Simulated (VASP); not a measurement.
Crystal: Te2Mo.

```
Mo Te
1.0
     3.51945    0.00000    0.00000
    -1.75973    3.04794    0.00000
     0.00000    0.00000    7.21445
Mo Te
1 2
Direct
  0.00000 0.00000 0.00000
  0.33333 0.66667 0.25342
  0.66667 0.33333 0.74658
```

Base run:

| Item | Value |
| --- | --- |
| Program | VASP 6.6.1 |
| Functional | PBE |
| Potentials or basis | VASP PAW PBE potentials, release 64 (Mo_sv, Te) |
| Cutoff | 520 eV |
| k mesh | 12 × 12 × 4 |
| Occupations | fermi-dirac, width 0.02 eV |
| Spin | no spin polarisation |

Its results: band gap on the k mesh zero (band 13 reaches 8.72 eV, above the bottom of band 14 at 8.16 eV); pressure 1.9 GPa; largest force 0.233 eV/Å.

**Question.** The run is repeated on the same cell with these changes: functional from PBE to LDA; potentials or basis from VASP PAW PBE potentials, release 64 (Mo_sv, Te) to VASP PAW LDA potentials, release 64 (Mo_sv, Te). What comes out?

**Answer.** Band gap on the k mesh zero (band 13 reaches 8.56 eV, above the bottom of band 14 at 8.01 eV); pressure -3.6 GPa; largest force 0.206 eV/Å.

Caveats: spin-orbit coupling is left out, which moves the levels of the heavy elements; this functional lacks dispersion, which binds the layers, so the pressure and a relaxed spacing across them are unreliable (some runs).
